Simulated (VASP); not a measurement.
Here is a VASP 6.6.1 calculation.

File INCAR:

```
  PREC = Accurate
  ENCUT = 520
  EDIFF = 1E-6
  ISMEAR = -1
  SIGMA = 0.05
  LREAL = F
  LASPH = T
  NELM = 80
  ALGO = Normal
  ISIF = 2
  LWAVE = F
  LCHARG = F
  GGA = PS
  NBANDS = 15
```

The input KPOINTS:

```
Automatic mesh
0
Gamma
  10 10 8
```

The input POSCAR:

```
HfB2
1.0
    3.1400000000      0.0000000000      0.0000000000
   -1.5700000000      2.7193197679      0.0000000000
    0.0000000000      0.0000000000      3.4800000000
Hf B
1 2
Direct
    0.0000000000      0.0000000000      0.0000000000
    0.6666666667      0.3333333333      0.5000000000
    0.3333333333      0.6666666667      0.5000000000
```

Potentials or basis: VASP PAW PBE potentials, release 64 (Hf_pv, B).

Launch:

```console
$ cat potpaw_PBE.64/Hf_pv/POTCAR potpaw_PBE.64/B/POTCAR > POTCAR
$ mpirun -np 1 vasp_std > vasp.out
```

**Question.** What does it give for the pressure?

**Answer.** -4.4 GPa.

**Question.** Predict the band gap on the k mesh.

**Answer.** Zero (band 8 reaches 8.11 eV, above the bottom of band 9 at 7.30 eV).

Stress tensor (GPa, compression positive):
```
-4.23  0.00  0.00
 0.00 -4.23  0.00
 0.00  0.00 -4.89
```

Caveat: the PAW data sets were made with another functional, which shifts forces and pressure a little; spin-orbit coupling is left out, which moves the levels of the heavy elements.
